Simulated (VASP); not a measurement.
Wanted: the native input for a VASP 6.6.1 run.

```
Task                   : single point
Functional             : PBEsol
Potentials or basis    : VASP PAW PBE potentials, release 64 (Cd, S)
Cutoff                 : 400 eV
k mesh                 : 1 × 1 × 1, shifted
Occupations            : fermi-dirac, width 0.05 eV
Spin                   : no spin polarisation
Dipole correction      : no
Further INCAR settings : LREAL = Auto; ALGO = Normal; EDIFF = 1e-06; NBANDS = 489; ISYM = -1
```

The structure of Cd48S49 (a cell with a defect) lies in POSCAR:

```
Cd48S49
1.0
   12.3705040000      0.0000000000      0.0000000000
    0.0000000000     14.2842280000      0.0000000000
    0.0000000000      0.0000000000     13.4212560000
Cd S
48 49
Direct
    0.1697740000      0.0834470000      0.2500470000
    0.1667530000      0.0825690000      0.7529970000
    0.0028400000      0.3333210000      0.2508930000
    0.0018670000      0.3332370000      0.7513440000
    0.5004870000      0.0822990000      0.2514820000
    0.5007550000      0.0816800000      0.7518300000
    0.3371740000      0.3360230000      0.2550370000
    0.3323910000      0.3312130000      0.7518130000
    0.1719730000      0.5827580000      0.2514370000
    0.1632260000      0.5816620000      0.7517410000
    0.0024030000      0.8338820000      0.2494270000
    0.0001620000      0.8335230000      0.7523030000
    0.8359340000      0.0849580000      0.2499540000
    0.8342240000      0.0835410000      0.7514150000
    0.6684200000      0.3335720000      0.2497590000
    0.6700140000      0.3303490000      0.7534520000
    0.5135470000      0.5898360000      0.2176210000
    0.4986450000      0.5814090000      0.7484640000
    0.3362130000      0.8284420000      0.2531600000
    0.3331870000      0.8363400000      0.7515210000
    0.8374760000      0.5840420000      0.2484080000
    0.8352000000      0.5811780000      0.7486050000
    0.6708210000      0.8343600000      0.2497410000
    0.6669720000      0.8358680000      0.7471400000
    0.0016330000      0.1678360000      0.5023820000
    0.0016580000      0.1668880000      0.0009270000
    0.3303510000      0.1582700000      0.5028810000
    0.3348990000      0.1663890000      0.0026340000
    0.1660220000      0.4164700000      0.4999440000
    0.1686120000      0.4160530000      0.0026170000
    0.9878140000      0.6688360000      0.5009640000
    0.0008980000      0.6669050000      0.0018130000
    0.6646460000      0.1634260000      0.5007810000
    0.6675930000      0.1654400000      0.0022150000
    0.4995010000      0.3993630000      0.5087040000
    0.5017110000      0.4158440000      0.9985940000
    0.3046470000      0.6675570000      0.5119780000
    0.3323530000      0.6676040000      0.9941220000
    0.1645780000      0.9153120000      0.5010760000
    0.1677230000      0.9165510000      0.0033280000
    0.8332090000      0.4136740000      0.5008990000
    0.8355980000      0.4158780000      0.0017250000
    0.6802290000      0.6748560000      0.5067080000
    0.6724640000      0.6695270000      0.9861230000
    0.4992110000      0.9107990000      0.4975290000
    0.5010800000      0.9164220000      0.0030480000
    0.8380810000      0.9236620000      0.5004670000
    0.8351570000      0.9174180000      0.0004320000
    0.0030620000      0.1671070000      0.1887240000
    0.0011720000      0.1665730000      0.6902140000
    0.3360060000      0.1686510000      0.1904080000
    0.3337310000      0.1645790000      0.6907290000
    0.1698780000      0.4161590000      0.1902850000
    0.1679690000      0.4161910000      0.6884150000
    0.0049390000      0.6670730000      0.1889460000
    0.9992250000      0.6677350000      0.6883820000
    0.6672720000      0.1662520000      0.1900690000
    0.6668720000      0.1650270000      0.6889960000
    0.5030770000      0.4177440000      0.1873210000
    0.5021270000      0.4130470000      0.6942820000
    0.3339500000      0.6660340000      0.1816820000
    0.3308790000      0.6677410000      0.6956510000
    0.1710300000      0.9160570000      0.1908590000
    0.1657430000      0.9168530000      0.6892580000
    0.8357730000      0.4164390000      0.1895170000
    0.8342800000      0.4146620000      0.6885350000
    0.6838110000      0.6740330000      0.1726890000
    0.6670410000      0.6663280000      0.6909770000
    0.5012280000      0.9151020000      0.1908720000
    0.4994710000      0.9163320000      0.6861660000
    0.8370340000      0.9189420000      0.1879940000
    0.8352480000      0.9175450000      0.6882790000
    0.1633150000      0.0803650000      0.4381700000
    0.1682140000      0.0829760000      0.9407660000
    0.9995990000      0.3326290000      0.4386150000
    0.0022140000      0.3333130000      0.9393070000
    0.4986370000      0.0795140000      0.4395630000
    0.5009880000      0.0828290000      0.9399180000
    0.3273230000      0.3238800000      0.4418610000
    0.3343380000      0.3326660000      0.9396330000
    0.1469620000      0.5814750000      0.4375050000
    0.1658010000      0.5818360000      0.9388000000
    0.9982190000      0.8336370000      0.4377490000
    0.0015410000      0.8333680000      0.9398880000
    0.8346950000      0.0880760000      0.4378560000
    0.8348200000      0.0841860000      0.9392240000
    0.6668670000      0.3303030000      0.4384220000
    0.6692660000      0.3321670000      0.9407340000
    0.4184000000      0.5410010000      0.4304120000
    0.5018760000      0.5835520000      0.9373940000
    0.3288710000      0.8295440000      0.4414410000
    0.3344240000      0.8353850000      0.9388250000
    0.8296610000      0.5789890000      0.4363070000
    0.8381550000      0.5808880000      0.9355950000
    0.6736420000      0.8407190000      0.4376010000
    0.6678720000      0.8378490000      0.9346600000
    0.5228810000      0.6514500000      0.3948730000
```

One way to write it, as run:

INCAR

```
  ALGO = Normal
  EDIFF = 1E-6
  ENCUT = 400
  GGA = PS
  GGA_COMPAT = F
  ISIF = 2
  ISMEAR = -1
  ISYM = -1
  KPAR = 1
  LASPH = T
  LCHARG = T
  LELF = T
  LREAL = Auto
  LVHAR = T
  LWAVE = F
  NBANDS = 489
  NELM = 120
  PREC = Accurate
  SIGMA = 0.05
```

KPOINTS

```
explicit points
1
Reciprocal
  0.25000000   0.25000000   0.25000000 1
```

Potentials or basis: VASP PAW PBE potentials, release 64 (Cd, S).

The run is started by

```bash
$ cat potpaw_PBE.64/Cd/POTCAR potpaw_PBE.64/S/POTCAR > POTCAR
$ mpirun -np 4 vasp_std > vasp.out
```

It gave:

| Item | Value |
| --- | --- |
| Pressure | 0.5 GPa |
| Largest force | 0.099 eV/Å |
| Band gap on the k mesh | 1.49 eV |

Caveat: the PAW data sets were made with another functional, which shifts forces and pressure a little.

Run time: 15 min on 4 MPI ranks on AMD EPYC 7R13 Processor (Zen 3), with other jobs on the host, peak memory 0.62 GiB a rank.
